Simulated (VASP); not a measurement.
Here is a VASP 6.6.1 calculation.

Contents of INCAR:

```
PREC = Accurate
ENCUT = 400
EDIFF = 1E-6
ISMEAR = -1
SIGMA = 0.05
LREAL = Auto
LASPH = T
NELM = 120
ALGO = Normal
ISIF = 2
LWAVE = F
LCHARG = F
GGA = PE
NBANDS = 86
ISYM = -1
GGA_COMPAT = F
```

File KPOINTS:

```
explicit points
1
Reciprocal
  0.25000000   0.25000000   0.25000000 1
```

File POSCAR:

```
SiNi
1.0
    6.4002940000      0.0757740000      0.0022980000
    0.0757740000      6.4122190000      0.0415250000
    0.0022980000      0.0415250000      6.5625770000
Si Ni
10 10
Direct
   -0.0308785637      0.5810801797      0.2628879790
    0.7767575436      0.9064958000      0.5380946803
    0.0944115697      0.0671896526      0.7941550997
    0.7888117084      0.5813993156      0.7463899782
    0.4307671256      0.6845618566      0.3032030963
    0.1720172228      0.1905536552      0.2137459056
    0.1651742570      0.6695464508      0.7201833233
    0.3855505766      0.2736503645      0.5619560233
    0.7129064026      0.3166456997      0.0878665543
    0.6085341504      0.8998778200      0.9374179018
    0.2261122281      0.8536192026      1.0566237709
    0.1626728743      0.8684305492      0.4283385321
    0.6709104390      0.4493048959      0.4248535083
    0.7104600883      0.1935446512      0.7240676065
    0.8651364893      0.9761446912      0.1891778958
    0.0394881086      0.3528504161      0.5511784689
    0.3949194475      0.1881742179      0.9576659505
    0.5344230620      0.0672674576      0.3112090898
    0.4586758170      0.5630294312      0.9290375055
    0.0582761713      0.4187008572      0.9528859666
```

Potentials or basis: VASP PAW PBE potentials, release 64 (Si, Ni).

Run with:

```sh
$ cat potpaw_PBE.64/Si/POTCAR potpaw_PBE.64/Ni/POTCAR > POTCAR
$ mpirun -np 1 vasp_std > vasp.out
```

(1) What does it give for the pressure?

(2) Estimate the largest force.

Results:

(1) -7.5 GPa.

(2) 1.090 eV/Å.

Caveat: the atoms stand as in a frame of molecular dynamics.
